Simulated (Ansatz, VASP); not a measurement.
## Two plane-wave programs on Ca

```
Ca
1.0
    -2.24000    2.24000    2.24000
     2.24000   -2.24000    2.24000
     2.24000    2.24000   -2.24000
Ca
1
Direct
  0.00000 0.00000 0.00000
```

Alike in both runs: task electric field gradients; functional LDA; k mesh 10 × 10 × 10; occupations fermi-dirac, width 0.05 eV; no spin polarisation.

|  | VASP | Ansatz |
| --- | --- | --- |
| version | VASP 6.6.1 | Ansatz 0.2.0 |
| potentials or method | VASP PAW LDA potentials, release 64 (Ca_sv) | PAW with Ansatz's default frozen-core files, scalar-relativistic |
| plane-wave cutoff (eV) | 520 | 420 |
| valence electrons in the cell | 10 | 10 |

```tsv
	VASP	Ansatz	Ansatz less VASP
pressure (GPa)	-2.5	-2.5	0.00
```

LDA's correlation is that of Perdew and Zunger in VASP and of Perdew and Wang (1992) in Ansatz.
